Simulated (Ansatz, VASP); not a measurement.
## Two plane-wave programs on TaN

```xyz
4
Lattice="3.0500 0.0000 0.0000 -1.5250 2.6414 0.0000 0.0000 0.0000 4.9647" Properties=species:S:1:pos:R:3 pbc="T T T"
Ta    0.0000    1.7609    0.0000
Ta    1.5250    0.8805    2.4823
N     0.0000    1.7609    1.9114
N     1.5250    0.8805    4.3938
```

Change from the starting cell: strain +0.0050 x Voigt [0, 0, 1, 0, 0, 0], atoms carried along.

Alike in both runs: task single point; functional PBEsol; k mesh 18 × 18 × 10; occupations gaussian, width 0.15 eV; no spin polarisation.

```csv
,VASP,Ansatz
version,VASP 6.6.1,Ansatz 0.2.0
potentials or method,"VASP PAW PBE potentials, release 64 (Ta_pv, N), cutoff 520 eV","scalar-relativistic, plane waves, PAW"
valence electrons in the cell,32,36
```

```csv
,VASP,Ansatz,Ansatz less VASP
gap on the k mesh at the Fermi level (eV),none,none,-
pressure (GPa),126.1,122.8,-3.31
"traceless stress, the component that is largest in VASP (GPa)",-18.78,-18.35,+0.434
rms of the force components (eV/Å),1.497,1.469,-0.0276
```

VASP's potentials were made for PBE, not for PBEsol. Atom by atom the forces differ by 0.028 eV/Å (rms over components). A gap of «none» marks a metal or a gap that the smearing closes. Both programs put the cell under a high pressure, so it lies far from rest at this level. VASP's potentials hold 32 valence electrons a cell and Ansatz's 36, so a difference there can come from the potentials and not from the codes.

Neither program's run includes spin-orbit coupling. Noted on VASP's run: the cell as given lies far from equilibrium.
